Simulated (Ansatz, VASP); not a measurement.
## GaSb in VASP and in Ansatz

The input INCAR:

```
PREC = Accurate ; ENCUT = 520
EDIFF = 1E-6 ; ISMEAR = 0
SIGMA = 0.02 ; LREAL = False
LASPH = True ; NELM = 80
ALGO = Normal ; ISIF = 2
LWAVE = False ; LCHARG = False
NBANDS = 16
```

File KPOINTS:

```
regular mesh
0
Gamma
  8 8 8
```

Contents of POSCAR:

```
GaSb
1.0
   -2.7534340000      2.7534340000      1.6066140700
    2.7534340000     -2.7534340000      1.6066140700
    2.7534340000      2.7534340000     -1.6066140700
Ga Sb
1 1
Direct
    0.2500000000      0.7500000000      0.5000000000
    0.0000000000      0.0000000000      0.0000000000
```

Input for Ansatz:

```yaml
crystal:
  lattice:
    - [-2.753434, 2.753434, 1.60661407]
    - [2.753434, -2.753434, 1.60661407]
    - [2.753434, 2.753434, -1.60661407]
  atoms:
    - { symbol: Ga, position: [0.25, 0.75, 0.5] }
    - { symbol: Sb, position: [0.0, 0.0, 0.0] }
basis:
  ecutwfc: 520.0
kpoints:
  mp_grid:
    grid: [8, 8, 8]
hamiltonian:
  xc: lda
scf:
  occupations:
    method: gaussian
    width: 0.02
output:
  stress: true
```

Alike in both runs: task single point; functional LDA; k mesh 8 × 8 × 8; occupations gaussian, width 0.02 eV; no spin polarisation.

|  | VASP | Ansatz |
| --- | --- | --- |
| version | VASP 6.6.1 | Ansatz 0.2.0 |
| potentials or method | VASP PAW LDA potentials, release 64 (Ga_d, Sb), cutoff 520 eV | plane waves, PAW |
| valence electrons in the cell | 18 | 28 |

```tsv
	VASP	Ansatz	Ansatz less VASP
pressure (GPa)	-4.5	-4.6	-0.11
traceless stress, the component that is largest in VASP (GPa)	0.72	0.74	+0.019
```

LDA's correlation is that of Perdew and Zunger in VASP and of Perdew and Wang (1992) in Ansatz. VASP's potentials hold 18 valence electrons a cell and Ansatz's 28, so a difference there can come from the potentials and not from the codes.

Neither program's run includes spin-orbit coupling.
